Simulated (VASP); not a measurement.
# TiSi5O12 in VASP: a series of runs

The runs below take TiSi5O12 through single point, relaxation of cell and atoms, with PBE.

Everything below comes from runs of VASP 6.6.1. Logs are shortened: lines on timing, memory, paths and dates and some standing lists are left out, and cuts for length are marked.

## 1. The cell of the first run

The typed cell holds 18 atoms: a = 5.109 Å, b = 5.109 Å, c = 6.644 Å, α = 71.46°, β = 71.46°, γ = 73.79°.

## 2. Single point, PBE

The input, INCAR:

```
SYSTEM = TiSi5O12
PREC = Accurate ; ENCUT = 520
EDIFF = 1E-7 ; ISMEAR = 0
SIGMA = 0.02 ; LREAL = Auto
LASPH = .True. ; NELM = 100
ALGO = Normal ; ISIF = 2
LWAVE = .False. ; LCHARG = .False.
GGA = PE ; NBANDS = 67
```

The input, KPOINTS:

```
Automatic mesh
0
Gamma
  5 5 4
  0 0 0
```

The input, POSCAR:

```
TiSi5O12
1.0
    0.0284160000     -4.3090380000      2.7441870000
   -4.3091260000      0.0283140000      2.7440300000
   -4.2796360000     -4.2793430000     -2.7422200000
O Si Ti
12 5 1
Direct
    0.2180405561      0.2164371558      0.4825018164
    0.5817598015      0.5802162858      0.1188961384
    0.8994394352      0.8978749369      0.7932413045
    0.0866653348      0.0849711930      0.2148486587
    0.4503472418      0.4487247832      0.8512750481
    0.7689533070      0.7672947620      0.5405116935
    0.6495085232      0.0173469702      0.1668746021
    0.9793673883      0.3587475190      0.8391118843
    0.3080830425      0.6874004292      0.4946567234
    0.0189128395      0.6478134655      0.1668927461
    0.3603013092      0.9777926703      0.8390994912
    0.6890083951      0.3064207317      0.4946492715
    0.3342286559      0.3325677289      0.6669053837
    0.6678210402      0.6662571993      0.3333518484
    0.0005962776      0.9989081770      0.0004159779
    0.6717740966      0.6699648318      0.8311052272
    0.9966973092      0.9951223889      0.5026468712
    0.3342139608      0.3325960088      0.1669230213
```

Potentials or basis: VASP PAW PBE potentials, release 64 (O, Si, Ti_sv).

Command:

```
cat potpaw_PBE.64/O/POTCAR potpaw_PBE.64/Si/POTCAR potpaw_PBE.64/Ti_sv/POTCAR > POTCAR
mpirun -np 1 vasp_std > vasp.out
```

OUTCAR:

```text
SYSTEM = TiSi5O12
   PREC = Accurate
   ENCUT = 520
   EDIFF = 1E-7
   ISMEAR = 0
   LREAL = Auto
   LASPH = .True.
   NELM = 100
   ISIF = 2
   GGA = PE

 ion  position               nearest neighbor table
   1  0.218  0.216  0.483-  17 1.76  13 1.82  18 1.93
   2  0.582  0.580  0.119-  16 1.75  14 1.82  18 1.92
   3  0.899  0.898  0.793-  17 1.77  16 1.78  15 1.87
   4  0.087  0.085  0.215-  17 1.75  15 1.82  18 1.92
   5  0.450  0.449  0.851-  16 1.76  13 1.82  18 1.93
   6  0.769  0.767  0.541-  16 1.77  17 1.78  14 1.87
   7  0.650  0.017  0.167-  14 1.78  15 1.78  18 1.93
   8  0.979  0.359  0.839-  15 1.80  13 1.80  16 1.90
   9  0.308  0.687  0.495-  14 1.80  13 1.80  17 1.90
  10  0.019  0.648  0.167-  15 1.78  14 1.78  18 1.93
  11  0.360  0.978  0.839-  15 1.80  13 1.80  16 1.90
  12  0.689  0.306  0.495-  14 1.80  13 1.80  17 1.90
  13  0.334  0.333  0.667-  11 1.80  12 1.80   9 1.80   8 1.80   5 1.82   1 1.82  15 2.75  14 2.75

  14  0.668  0.666  0.333-   7 1.78  10 1.78   9 1.80  12 1.80   2 1.82   6 1.87  15 2.74  13 2.75

  15  0.001  0.999  0.000-  10 1.78   7 1.78  11 1.80   8 1.80   4 1.82   3 1.87  14 2.74  13 2.75

  16  0.672  0.670  0.831-   2 1.75   5 1.76   6 1.77   3 1.78   8 1.90  11 1.90  17 2.68  18 2.77

  17  0.997  0.995  0.503-   4 1.75   1 1.76   3 1.77   6 1.78  12 1.90   9 1.90  16 2.68  18 2.77

  18  0.334  0.333  0.167-   2 1.92   4 1.92   1 1.93   5 1.93  10 1.93   7 1.93  17 2.77  16 2.77

  LATTYP: Found a triclinic cell.
 ALAT       =     6.9757333376
 B/A-ratio  =     1.1798669455
 C/A-ratio  =     0.8793450208
 COS(alpha) =     0.0000519656
 COS(beta)  =     0.4397325488
 COS(gamma) =     0.7864190659

  Lattice vectors:

 A1 = (   4.3080520000,  -0.0296950000,   5.4864070000)
 A2 = (  -0.0010740000,  -0.0013810000,   8.2304370000)
 A3 = (   4.3375420000,  -4.3373520000,   0.0001570000)

Analysis of symmetry for initial positions (statically):
=====================================================================
 Subroutine PRICEL returns:
 Original cell was already a primitive cell.

 Routine SETGRP: Setting up the symmetry group for a
 triclinic supercell.

 Subroutine GETGRP returns: Found  1 space group operations
 (whereof  1 operations were pure point group operations)
 out of a pool of  2 trial point group operations.

The static configuration has the point symmetry C_1 .

Analysis of symmetry for dynamics (positions and initial velocities):
=====================================================================
 Subroutine PRICEL returns:
 Original cell was already a primitive cell.

 Routine SETGRP: Setting up the symmetry group for a
 triclinic supercell.

 Subroutine GETGRP returns: Found  1 space group operations
 (whereof  1 operations were pure point group operations)
 out of a pool of  2 trial point group operations.

The dynamic configuration has the point symmetry C_1 .

 Subroutine INISYM returns: Found  1 space group operations
 (whereof  1 operations are pure point group operations),
 and found     1 'primitive' translations

----------------------------------------------------------------------------------------

                                     Primitive cell

  volume of cell :     152.7885

  direct lattice vectors                    reciprocal lattice vectors
     0.028416000 -4.309038000  2.744187000     0.076347406 -0.154200269  0.121484321
    -4.309126000  0.028314000  2.744030000    -0.154197825  0.076355235  0.121492922
    -4.279636000 -4.279343000 -2.742220000    -0.077897432 -0.077905244 -0.121523468

  length of vectors
     5.108735484  5.108724812  6.644383443     0.210630220  0.210636229  0.164028017

  position of ions in fractional coordinates (direct lattice)
     0.218040556  0.216437156  0.482501816
     0.581759801  0.580216286  0.118896138
     0.899439435  0.897874937  0.793241305
     0.086665335  0.084971193  0.214848659
     0.450347242  0.448724783  0.851275048
     0.768953307  0.767294762  0.540511694
[... 10 lines left out ...]
     0.996697309  0.995122389  0.502646871
     0.334213961  0.332596009  0.166923021

  ion indices of the primitive-cell ions
   primitive index   ion index
                 1           1
                 2           2
                 3           3
                 4           4
                 5           5
                 6           6
[... 10 lines left out ...]
                17          17
                18          18

----------------------------------------------------------------------------------------

 KPOINTS: Automatic mesh

Automatic generation of k-mesh.
 Grid dimensions read from file:
 generate k-points for:    5    5    4

 Generating k-lattice:

  Cartesian coordinates                     Fractional coordinates (reciprocal lattice)
     0.015269481 -0.030840054  0.024296864     0.200000000 -0.000000000 -0.000000000
    -0.030839565  0.015271047  0.024298584    -0.000000000  0.200000000  0.000000000
    -0.019474358 -0.019476311 -0.030380867     0.000000000 -0.000000000  0.250000000

  Length of vectors
     0.042126044  0.042127246  0.041007004

  Shift w.r.t. Gamma in fractional coordinates (k-lattice)
     0.000000000  0.000000000  0.000000000

 Subroutine IBZKPT returns following result:
 ===========================================

 Found     51 irreducible k-points:

 Following reciprocal coordinates:
            Coordinates               Weight
  0.000000  0.000000  0.000000      1.000000
  0.200000  0.000000  0.000000      2.000000
  0.000000 -0.200000  0.000000      2.000000
  0.400000  0.000000  0.000000      2.000000
  0.000000 -0.400000  0.000000      2.000000
  0.200000  0.200000  0.000000      2.000000
[... 16 lines left out ...]
  0.200000  0.200000  0.250000      2.000000
  0.400000  0.200000  0.250000      2.000000
 [... further k-points ...]
   k-points           NKPTS =     51   k-points in BZ     NKDIM =     51   number of bands    NBANDS=     67
   number of dos      NEDOS =    301   number of ions     NIONS =     18
   total plane-waves  NPLWV =  80000
   dimension x,y,z NGX =    40 NGY =   40 NGZ =   50
   dimension x,y,z NGXF=    80 NGYF=   80 NGZF=  100
   ions per type =              12   5   1
   NGX,Y,Z   is equivalent  to a cutoff of  13.02, 13.02, 12.51 a.u.
   NGXF,Y,Z  is equivalent  to a cutoff of  26.03, 26.03, 25.02 a.u.
 SYSTEM =  TiSi5O12
   PREC   = accura    normal or accurate (medium, high low for compatibility)
   ISTART =      0    job   : 0-new  1-cont  2-samecut
   ICHARG =      2    charge: 1-file 2-atom 10-const
   ISPIN  =      1    spin polarized calculation?
   LNONCOLLINEAR =      F non collinear calculations
   LSORBIT =      F    spin-orbit coupling
   LASPH  =      T    aspherical Exc in radial PAW
   ENCUT  =  520.0 eV  38.22 Ry    6.18 a.u.   9.50  9.50 12.35*2*pi/ulx,y,z
   NELM   =    100;   NELMIN=  2; NELMDL= -5     # of ELM steps
   EDIFF  = 0.1E-06   stopping-criterion for ELM
   LREAL  =      T    real-space projection
   EDIFFG = 0.1E-05   stopping-criterion for IOM
   NSW    =      0    number of steps for IOM
   IBRION =     -1    ionic relax: 0-MD 1-quasi-New 2-CG
   NFREE  =      0    steps in history (QN), initial steepest desc. (CG)
   ISIF   =      2    stress and relaxation
   ISYM   =      2    0-nonsym 1-usesym 2-fastsym
   POTIM  = 0.5000    time-step for ionic-motion
   TEBEG  =    0.0;   TEEND  =   0.0 temperature during run
   PSTRESS=    0.0 pullay stress
   NELECT =     104.0000    total number of electrons
   NUPDOWN=      -1.0000    fix difference up-down
   EMIN   =  10.00;   EMAX   =-10.00  energy-range for DOS
   EFERMI =   0.00;   METHOD = LEGACY
   ISMEAR =     0;   SIGMA  =   0.02  broadening in eV -4-tet -1-fermi 0-gaus
   EFERMI_NEDOS =   21; number of points for ismear=-14 and -15
   IALGO  =     38    algorithm
   IMIX   =      4    mixing-type and parameters
     AMIX     =   0.40;   BMIX     =  1.00
     AMIX_MAG =   1.60;   BMIX_MAG =  1.00
  volume/ion in A,a.u.               =       8.49        57.28
  Fermi-wavevector in a.u.,A,eV,Ry     =   1.440088  2.721372 28.216498  2.073854
  Thomas-Fermi vector in A             =   2.558871
   LORBIT       =      0    0 simple, 1 ext, 2 COOP (PROOUT), +10 PAW based schemes
   GGA     = PE    functional components
   LHFCALC =     F    Hartree Fock is set to
   AEXX    =    0.0000 exact exchange contribution
   IVDW    =     0    specifies the selected vdW correction
   LEPSILON=     F    determine dielectric tensor
   LRPA    =     F    only Hartree local field effects (RPA)
 non-spin polarized calculation
 Gauss-broadening in eV      SIGMA  =   0.02
  energy-cutoff  :      520.00
  volume of cell :      152.79
 maximum number of plane-waves:      4146
 NGX is ok and might be reduce to    40
   NGX = 19   NGY = 19   NGZ = 25

 number of electron     104.0000009 magnetization

 Free energy of the ion-electron system (eV)
  ---------------------------------------------------
  ext. energy  EPLUGINS =         0.00000000
  ---------------------------------------------------
  free energy    TOTEN  =      -141.78769455 eV

  energy without entropy =     -141.78769455  energy(sigma->0) =     -141.78769455

 E-fermi :   7.3031     XC(G=0): -11.9229

 val. band max:        7.0971767612   @ k =   0.0000   0.0000   0.0000
 cond. band min:       9.0319726104   @ k =   0.0000   0.0000   0.0000
 fundamental gap:      1.9347958493
 Fermi energy:         7.3031396099

 k-point     1 :       0.0000    0.0000    0.0000
  band No.  band energies     occupation
      1     -50.1733      2.00000
      2     -26.6118      2.00000
      3     -26.4762      2.00000
      4     -26.3443      2.00000
      5     -14.4564      2.00000
      6     -12.6081      2.00000
[... 56 lines left out ...]
     63      15.2592      0.00000
     64      16.5825      0.00000

 k-point     2 :       0.2000    0.0000    0.0000
  band No.  band energies     occupation
      1     -50.1733      2.00000
      2     -26.6120      2.00000
      3     -26.4764      2.00000
      4     -26.3447      2.00000
      5     -14.3069      2.00000
      6     -12.6987      2.00000
[... 1530 lines left out ...]
     63      16.1071      0.00000
     64      16.9788      0.00000

 [... further k-points ...]

 [bands above 64 left out]

------------------------ aborting loop because EDIFF is reached ----------------------------------------

  FORCE on cell =-STRESS in cart. coord.  units (eV):
  Direction    XX          YY          ZZ          XY          YZ          ZX
  --------------------------------------------------------------------------------------
  -------------------------------------------------------------------------------------
  Total        0.0812235      0.0997536      0.5611413     -0.1349432     -0.0311864     -0.0399190
  in kB        0.8517296      1.0460405      5.8842661     -1.4150475     -0.3270282     -0.4186001
  external PRESSURE =       2.5940121 kB  Pullay stress =       0.0000000 kB

 VOLUME and BASIS-vectors are now :
 -----------------------------------------------------------------------------
  energy-cutoff  :      520.00
  volume of cell :      152.79
      direct lattice vectors                 reciprocal lattice vectors
     0.028416000 -4.309038000  2.744187000     0.076347406 -0.154200269  0.121484321
    -4.309126000  0.028314000  2.744030000    -0.154197825  0.076355235  0.121492922
    -4.279636000 -4.279343000 -2.742220000    -0.077897432 -0.077905244 -0.121523468

 POSITION                                       TOTAL-FORCE (eV/Angst)
 -----------------------------------------------------------------------------------
     -2.99139     -2.99821     -0.13087        -0.036431     -0.038543     -0.014438
     -2.99253     -2.99919      2.86255        -0.036346     -0.035810      0.020139
     -7.23828     -7.24485      2.75678        -0.012280     -0.014206     -0.017185
     -1.28316     -1.29045     -0.11817         0.038215      0.041182     -0.022567
     -5.56396     -5.57076      0.13277         0.036424      0.035098      0.013639
     -5.59771     -5.60476      2.73343         0.012027      0.011842      0.019463
[... 10 lines left out ...]
     -6.41093     -6.41763      4.08740         0.000543      0.000491      0.010285
     -2.13807     -2.14504      1.37206        -0.001345     -0.000309      0.006090
 -----------------------------------------------------------------------------------
    total drift:                                0.005596      0.003605      0.007163

  FREE ENERGIE OF THE ION-ELECTRON SYSTEM (eV)
  ---------------------------------------------------
  free  energy   TOTEN  =      -141.7876945532 eV

  energy  without entropy=     -141.7876945532  energy(sigma->0) =     -141.78769455
```

Run time: 20 min. Hardware: 1 thread of Intel Xeon Platinum 8259CL at 2.50GHz (Skylake/Cascade Lake), shared host; peak memory 0.46 GiB.

Results:

```
Free energy            : -141.7877 eV
Pressure               : 0.3 GPa
Largest force          : 0.061 eV/Å
Band gap on the k mesh : 1.93 eV
```

Forces on the atoms (eV/Å):
```
O   -0.036 -0.039 -0.014
O   -0.036 -0.036  0.020
O   -0.012 -0.014 -0.017
O    0.038  0.041 -0.023
O    0.036  0.035  0.014
O    0.012  0.012  0.019
O    0.031 -0.031 -0.004
O   -0.004  0.000 -0.003
O    0.001  0.007  0.001
O   -0.031  0.029  0.000
O    0.003 -0.007 -0.003
O    0.005  0.000  0.004
Si  -0.001  0.001  0.001
Si   0.003  0.001  0.001
Si  -0.003 -0.001 -0.002
Si  -0.005  0.002 -0.011
Si   0.001  0.000  0.010
Ti  -0.001  0.000  0.006
```

Stress tensor (GPa, compression positive):
```
 0.09 -0.14 -0.04
-0.14  0.10 -0.03
-0.04 -0.03  0.59
```

Levels at points of the mesh, in eV from the valence-band top:
```tsv
k point	band 49	band 50	band 51	band 52	band 53	band 54	band 55	band 56
(0.00, 0.00, 0.00)	-1.15	-0.77	-0.73	0.00	1.93	2.56	2.85	4.76
(0.00, 0.00, 0.50)	-1.11	-1.00	-0.53	-0.41	2.04	2.59	2.83	5.17
```

A k mesh can miss the band edges.

(Continued in part 2 of 2.)
